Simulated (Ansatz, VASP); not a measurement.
# TlBr in VASP and in Ansatz

The input POSCAR:

```
TlBr
1.0
    3.9800000000      0.0000000000      0.0000000000
    0.0000000000      3.9800000000      0.0000000000
    0.0000000000      0.0000000000      3.9800000000
Tl Br
1 1
Direct
    0.0000000000      0.0000000000      0.0000000000
    0.5000000000      0.5000000000      0.5000000000
```

File INCAR.step1:

```
  PREC = Accurate
  ENCUT = 440
  ISMEAR = -1
  SIGMA = 0.03
  LREAL = False
  LASPH = True
  NELM = 120
  NBANDS = 17
  GGA = PE
  ALGO = Normal
  EDIFF = 1E-5
  LWAVE = True
  LCHARG = False
  GGA_COMPAT = False
```

INCAR.step2

```
  PREC = Accurate
  ENCUT = 440
  EDIFF = 1E-8
  ISMEAR = -1
  SIGMA = 0.03
  LREAL = False
  LASPH = True
  NELM = 120
  ALGO = Normal
  ISIF = 2
  LWAVE = False
  LCHARG = False
  METAGGA = R2SCAN
  LMIXTAU = True
  IVDW = 13
  VDW_S6 = 1.0
  VDW_S8 = 0.6018749
  VDW_A1 = 0.51559235
  VDW_A2 = 5.77342911
  LEFG = True
  NBANDS = 17
  ISTART = 1
  GGA_COMPAT = False
```

Contents of KPOINTS:

```
Automatic mesh
0
Gamma
  7 7 7
```

Input for Ansatz:

```yaml
crystal:
  lattice:
    - [3.98, 0.0, 0.0]
    - [0.0, 3.98, 0.0]
    - [0.0, 0.0, 3.98]
  atoms:
    - { symbol: Tl, position: [0.0, 0.0, 0.0] }
    - { symbol: Br, position: [0.5, 0.5, 0.5] }
kpoints:
  mp_grid: { grid: [7, 7, 7] }
  band_path:
    path:
      - [0.0, 0.0, 0.0]
      - [0.0, 0.5, 0.0]
      - [0.5, 0.5, 0.0]
      - [0.0, 0.0, 0.0]
      - [0.5, 0.5, 0.5]
      - [0.0, 0.5, 0.0]
      - [0.5, 0.5, 0.5]
      - [0.5, 0.5, 0.0]
    npoints: 6
scf:
  occupations: { method: fermi_dirac, width: 0.03 }
  lower_state_search: light
hamiltonian:
  xc: r2scan
  pseudopotentials: { kind: paw }
  dispersion: d4
output:
  forces: true
  stress: true
  eigenvalues: true
  efg: { contact_densities: true }
  populations: true
accuracy: medium
```

Alike in both runs: task electric field gradients; functional r2SCAN; dispersion D4; k mesh 7 × 7 × 7; occupations fermi-dirac, width 0.03 eV; no spin polarisation.

```csv
,VASP,Ansatz
version,VASP 6.6.1,Ansatz 0.2.0
potentials or method,"VASP PAW PBE potentials, release 64 (Tl_d, Br)","PAW with Ansatz's default frozen-core files, scalar-relativistic"
plane-wave cutoff (eV),440,500
valence electrons in the cell,20,20
```

VASP gave:

```
gap on the k mesh at the Fermi level (eV) : 2.71
pressure (GPa)                            : 0.7
```

What did Ansatz give for the same quantities?

gap on the k mesh at the Fermi level (eV): 2.70; pressure (GPa): 0.8.

VASP's potentials were made for PBE, not for r2SCAN.

Spin-orbit coupling is off throughout.
